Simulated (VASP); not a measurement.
A run of VASP 6.6.1:

INCAR

```
SYSTEM = YAl7
ALGO = Normal ; EDIFF = 1E-7
ENCUT = 520 ; GGA = PE
ISIF = 2 ; ISMEAR = -1
ISYM = 0 ; LASPH = .TRUE.
LCHARG = .FALSE. ; LREAL = Auto
LWAVE = .FALSE. ; NBANDS = 46
NELM = 80 ; PREC = Accurate
SIGMA = 0.1301
```

The input KPOINTS:

```
Automatic mesh
0
Gamma
  1 1 1
  0.25 0.25 0.25
```

Contents of POSCAR:

```
YAl7
1.0
    6.7604440000     -0.0984910000     -0.0055720000
   -0.0984910000      6.7085100000     -0.1408520000
   -0.0055720000     -0.1408520000      6.4081030000
Al Y
14 2
Direct
    0.7440163695      0.2824350730      0.6664910355
    0.7236533006      0.3830593268      0.3183269477
    0.5881268360      0.8188954837      0.4154171850
    0.8477348960      0.7363470927      0.0968646321
    0.9725519168      0.3952956587      1.0074849364
    0.9559331030      1.0116025393      0.8487912414
    0.6694402655      0.1147491278      1.0135804255
    0.4902608783      0.8068468295      1.0278287854
    0.8276140165      0.6391276085      0.6482223939
    0.9170609560      0.0537621315      0.3928843477
    0.3736146510      0.3340560997      1.0173018833
    0.1737306967      0.6794761526      0.8509261793
    0.4510693418      0.5037667461      0.6634125438
    0.2646272967      1.0439069667      0.2109797373
    0.3333430454      0.1136604033      0.6379154147
    0.2261663034      0.6172010123      0.3348679314
```

Potentials or basis: VASP PAW PBE potentials, release 64 (Al, Y_sv).

The run is started by

```bash
$ cat potpaw_PBE.64/Al/POTCAR potpaw_PBE.64/Y_sv/POTCAR > POTCAR
$ mpirun -np 1 vasp_std > vasp.out
```

Hardware: 1 thread of Intel(R) Xeon(R) Platinum 8488C (Sapphire Rapids) (shared host).

**Question.** How long does it take, and how much memory?

**Answer.** Wall time 31 s on 1 thread of Intel(R) Xeon(R) Platinum 8488C (Sapphire Rapids) (shared host), peak memory 0.32 GiB. Counts: scf iterations 17, k points 1.
